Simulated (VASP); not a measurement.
# ZrP3Os (P4/mmm) in VASP: single point with PBE

Aim: the single point of ZrP3Os with PBE.

All numbers are computed with VASP 6.6.1; they aren't measurements. Logs are shortened: lines on timing, memory, paths and dates and some standing lists are left out, and cuts for length are marked.

## 1. The cell of the first run

The structure is tetragonal, space group P4/mmm (No. 123). The conventional cell has a = 3.805 Å, b = 3.805 Å, c = 8.780 Å, α = 90.00°, β = 90.00°, γ = 90.00°. Zr (site symmetry 4/mmm) has 4 Os at 2.69 Å and 8 P at 3.50 Å within 3.6 Å. P (site symmetry 4mm) has 1 P at 2.15 Å and 1 Os at 2.24 Å within 2.8 Å. Within 2.8 Å of P (site symmetry 4/mmm) lie 2 P at 2.15 Å. Os (site symmetry 4/mmm) has 2 P at 2.24 Å and 4 Zr at 2.69 Å within 3.0 Å.

The cell was generated, and may not be a known phase.

## 2. Single point, PBE

INCAR reads:

```
PREC = Accurate
ENCUT = 560
EDIFF = 1E-6
ISMEAR = 0
SIGMA = 0.1
LREAL = False
LASPH = True
NELM = 120
ALGO = Normal
ISIF = 2
LWAVE = False
LCHARG = False
GGA = PE
NBANDS = 30
GGA_COMPAT = False
```

KPOINTS reads:

```
regular mesh
0
Gamma
  4 4 4
```

POSCAR reads:

```
ZrP3Os
1.0
    3.8051902903      0.0000000000      0.0000000000
    0.0000000000      3.8051902903      0.0000000000
    0.0000000000      0.0000000000      8.7796666994
Zr P Os
1 3 1
Direct
    0.0000000000      0.0000000000      0.5000000000
    0.5000000000      0.5000000000      0.7549892023
    0.5000000000      0.5000000000      0.2450107977
    0.5000000000      0.5000000000      0.0000000000
    0.5000000000      0.5000000000      0.5000000000
```

Potentials or basis: VASP PAW PBE potentials, release 64 (Zr_sv, P, Os_sv_GW).

Command:

```
cat potpaw_PBE.64/Zr_sv/POTCAR potpaw_PBE.64/P/POTCAR potpaw_PBE.64/Os_sv_GW/POTCAR > POTCAR
mpirun -np 1 vasp_std > vasp.out
```

OUTCAR:

```text
PREC = Accurate
   ENCUT = 560
   EDIFF = 1E-6
   ISMEAR = 0
   LREAL = False
   LASPH = True
   NELM = 120
   ISIF = 2
   GGA = PE

 ion  position               nearest neighbor table
   1  0.000  0.000  0.500-   5 2.69   5 2.69   5 2.69   5 2.69
   2  0.500  0.500  0.755-   4 2.15   5 2.24
   3  0.500  0.500  0.245-   4 2.15   5 2.24
   4  0.500  0.500  0.000-   2 2.15   3 2.15
   5  0.500  0.500  0.500-   2 2.24   3 2.24   1 2.69   1 2.69   1 2.69   1 2.69

  LATTYP: Found a simple tetragonal cell.
 ALAT       =     3.8051902903
 C/A-ratio  =     2.3072871603

  Lattice vectors:

 A1 = (   3.8051902903,   0.0000000000,   0.0000000000)
 A2 = (   0.0000000000,   3.8051902903,   0.0000000000)
 A3 = (   0.0000000000,   0.0000000000,   8.7796666994)

Analysis of symmetry for initial positions (statically):
=====================================================================
 Subroutine PRICEL returns:
 Original cell was already a primitive cell.

 Routine SETGRP: Setting up the symmetry group for a
 simple tetragonal supercell.

 Subroutine GETGRP returns: Found 16 space group operations
 (whereof 16 operations were pure point group operations)
 out of a pool of 16 trial point group operations.

The static configuration has the point symmetry D_4h.

Analysis of symmetry for dynamics (positions and initial velocities):
=====================================================================
 Subroutine PRICEL returns:
 Original cell was already a primitive cell.

 Routine SETGRP: Setting up the symmetry group for a
 simple tetragonal supercell.

 Subroutine GETGRP returns: Found 16 space group operations
 (whereof 16 operations were pure point group operations)
 out of a pool of 16 trial point group operations.

The dynamic configuration has the point symmetry D_4h.

 Subroutine INISYM returns: Found 16 space group operations
 (whereof 16 operations are pure point group operations),
 and found     1 'primitive' translations

----------------------------------------------------------------------------------------

                                     Primitive cell

  volume of cell :     127.1249

  direct lattice vectors                    reciprocal lattice vectors
     3.805190290  0.000000000  0.000000000     0.262798947  0.000000000  0.000000000
     0.000000000  3.805190290  0.000000000     0.000000000  0.262798947  0.000000000
     0.000000000  0.000000000  8.779666699     0.000000000  0.000000000  0.113899540

  length of vectors
[... 77 lines left out ...]
   LSORBIT =      F    spin-orbit coupling
   LASPH  =      T    aspherical Exc in radial PAW
   ENCUT  =  560.0 eV  41.16 Ry    6.42 a.u.   7.34  7.34 16.94*2*pi/ulx,y,z
   NELM   =    120;   NELMIN=  2; NELMDL= -5     # of ELM steps
   EDIFF  = 0.1E-05   stopping-criterion for ELM
   LREAL  =      F    real-space projection
[... 7 lines left out ...]
   TEBEG  =    0.0;   TEEND  =   0.0 temperature during run
   PSTRESS=    0.0 pullay stress
   NELECT =      43.0000    total number of electrons
   NUPDOWN=      -1.0000    fix difference up-down
   EMIN   =  10.00;   EMAX   =-10.00  energy-range for DOS
   EFERMI =   0.00;   METHOD = LEGACY
   ISMEAR =     0;   SIGMA  =   0.10  broadening in eV -4-tet -1-fermi 0-gaus
   EFERMI_NEDOS =   21; number of points for ismear=-14 and -15
   IALGO  =     38    algorithm
   IMIX   =      4    mixing-type and parameters
     AMIX     =   0.40;   BMIX     =  1.00
     AMIX_MAG =   1.60;   BMIX_MAG =  1.00
  volume/ion in A,a.u.               =      25.42       171.58
  Fermi-wavevector in a.u.,A,eV,Ry     =   1.140654  2.155524 17.702435  1.301092
  Thomas-Fermi vector in A             =   2.277356
   LORBIT       =      0    0 simple, 1 ext, 2 COOP (PROOUT), +10 PAW based schemes
   GGA     = PE    functional components
   LHFCALC =     F    Hartree Fock is set to
   AEXX    =    0.0000 exact exchange contribution
   IVDW    =     0    specifies the selected vdW correction
   LEPSILON=     F    determine dielectric tensor
   LRPA    =     F    only Hartree local field effects (RPA)
 non-spin polarized calculation
 Gauss-broadening in eV      SIGMA  =   0.10
  energy-cutoff  :      560.00
  volume of cell :      127.12
 maximum number of plane-waves:      3881
 NGX is ok and might be reduce to    30
   NGX = 15   NGY = 15   NGZ = 33

 number of electron      42.9999997 magnetization

 Free energy of the ion-electron system (eV)
  ---------------------------------------------------
  ext. energy  EPLUGINS =         0.00000000
  ---------------------------------------------------
  free energy    TOTEN  =       -34.10538099 eV

  energy without entropy =      -34.09525292  energy(sigma->0) =      -34.10031695

 E-fermi :   4.6162     XC(G=0):  -9.2100

 val. band max:        4.5719074562   @ k =   0.5000   0.5000   0.0000
 cond. band min:       4.6363552657   @ k =   0.5000   0.0000   0.2500
 fundamental gap:      0.0644478095
 Fermi energy:         4.6161654160

 k-point     1 :       0.0000    0.0000    0.0000
  band No.  band energies     occupation
      1     -81.0636      2.00000
      2     -45.3935      2.00000
      3     -40.8620      2.00000
      4     -40.4055      2.00000
      5     -40.4055      2.00000
      6     -23.6058      2.00000
[... 583 lines left out ...]
     29       7.2277      0.00000
     30       7.2544      0.00000

------------------------ aborting loop because EDIFF is reached ----------------------------------------

  FORCE on cell =-STRESS in cart. coord.  units (eV):
  Direction    XX          YY          ZZ          XY          YZ          ZX
  --------------------------------------------------------------------------------------
  -------------------------------------------------------------------------------------
  Total       -0.1422237     -0.1422237     -0.4233541      0.0000000      0.0000000      0.0000000
  in kB       -1.7924695     -1.7924695     -5.3356033      0.0000000      0.0000000      0.0000000
  external PRESSURE =      -2.9735141 kB  Pullay stress =       0.0000000 kB

 VOLUME and BASIS-vectors are now :
 -----------------------------------------------------------------------------
  energy-cutoff  :      560.00
  volume of cell :      127.12
      direct lattice vectors                 reciprocal lattice vectors
     3.805190290  0.000000000  0.000000000     0.262798947  0.000000000  0.000000000
     0.000000000  3.805190290  0.000000000     0.000000000  0.262798947  0.000000000
     0.000000000  0.000000000  8.779666699     0.000000000  0.000000000  0.113899540

 POSITION                                       TOTAL-FORCE (eV/Angst)
 -----------------------------------------------------------------------------------
      0.00000      0.00000      4.38983        -0.000000     -0.000000     -0.000000
      1.90260      1.90260      6.62855        -0.000000      0.000000      0.015957
      1.90260      1.90260      2.15111         0.000000     -0.000000     -0.015957
      1.90260      1.90260      0.00000        -0.000000     -0.000000     -0.000000
      1.90260      1.90260      4.38983        -0.000000     -0.000000     -0.000000
 -----------------------------------------------------------------------------------
    total drift:                                0.000000      0.000000      0.000000

  FREE ENERGIE OF THE ION-ELECTRON SYSTEM (eV)
  ---------------------------------------------------
  free  energy   TOTEN  =       -34.1053809883 eV

  energy  without entropy=      -34.0952529155  energy(sigma->0) =      -34.10031695
```

OSZICAR:

```text
N       E                     dE             d eps       ncg     rms          rms(c)
DAV:   1     0.384335481231E+03    0.38434E+03   -0.23580E+04  1176   0.137E+03
DAV:   2    -0.692624246756E+01   -0.39126E+03   -0.38167E+03  1338   0.353E+02
DAV:   3    -0.345210140512E+02   -0.27595E+02   -0.26680E+02  1632   0.855E+01
DAV:   4    -0.363677354832E+02   -0.18467E+01   -0.18353E+01  1688   0.144E+01
DAV:   5    -0.363893214293E+02   -0.21586E-01   -0.21556E-01  1488   0.170E+00    0.863E+01
DAV:   6    -0.351431300498E+02    0.12462E+01   -0.15375E+01  1318   0.164E+01    0.540E+01
DAV:   7    -0.402753027484E+02   -0.51322E+01   -0.46416E+01  1336   0.238E+01    0.148E+01
DAV:   8    -0.343391582663E+02    0.59361E+01   -0.29119E+01  1276   0.190E+01    0.764E+00
DAV:   9    -0.341390638802E+02    0.20009E+00   -0.24725E+00  1294   0.656E+00    0.373E+00
DAV:  10    -0.341111789421E+02    0.27885E-01   -0.45567E-01  1370   0.299E+00    0.116E+00
DAV:  11    -0.341056142135E+02    0.55647E-02   -0.45203E-02  1266   0.106E+00    0.613E-01
DAV:  12    -0.341057485257E+02   -0.13431E-03   -0.62818E-03  1466   0.407E-01    0.401E-01
DAV:  13    -0.341054022494E+02    0.34628E-03   -0.27812E-03  1296   0.249E-01    0.966E-02
DAV:  14    -0.341053724121E+02    0.29837E-04   -0.25209E-04  1332   0.828E-02    0.626E-02
DAV:  15    -0.341053735413E+02   -0.11292E-05   -0.52183E-05  1540   0.356E-02    0.159E-02
DAV:  16    -0.341053801724E+02   -0.66311E-05   -0.83332E-06  1070   0.135E-02    0.388E-03
DAV:  17    -0.341053809883E+02   -0.81587E-06   -0.10939E-06  1062   0.442E-03
   1 F= -.34105381E+02 E0= -.34100317E+02  d E =-.101281E-01
```

Wall time 87 s (1 thread of Intel Xeon Platinum 8488C (Sapphire Rapids), shared host); peak memory 0.29 GiB.

Results:

```yaml
Free_energy: -34.1054 eV
Pressure: -0.3 GPa
Largest_force: 0.016 eV/Å
Band_gap_on_the_k_mesh: zero (an odd number of electrons rules out a gap without spin polarisation)
```

Forces in eV/Å, atoms in the order of the input:
```
Zr   0.000  0.000  0.000
P    0.000  0.000  0.016
P    0.000  0.000 -0.016
P    0.000  0.000  0.000
Os   0.000  0.000  0.000
```

Caveat: the k points lie up to 0.41 Å⁻¹ apart, too coarse for converged energies and pressures of a metal; spin-orbit coupling is left out, which moves the levels of the heavy elements; an odd number of electrons without spin polarisation forces a metal; a magnetic or distorted state may lie lower.

The gap in the log of VASP goes by the Fermi energy; the results here count the filled bands.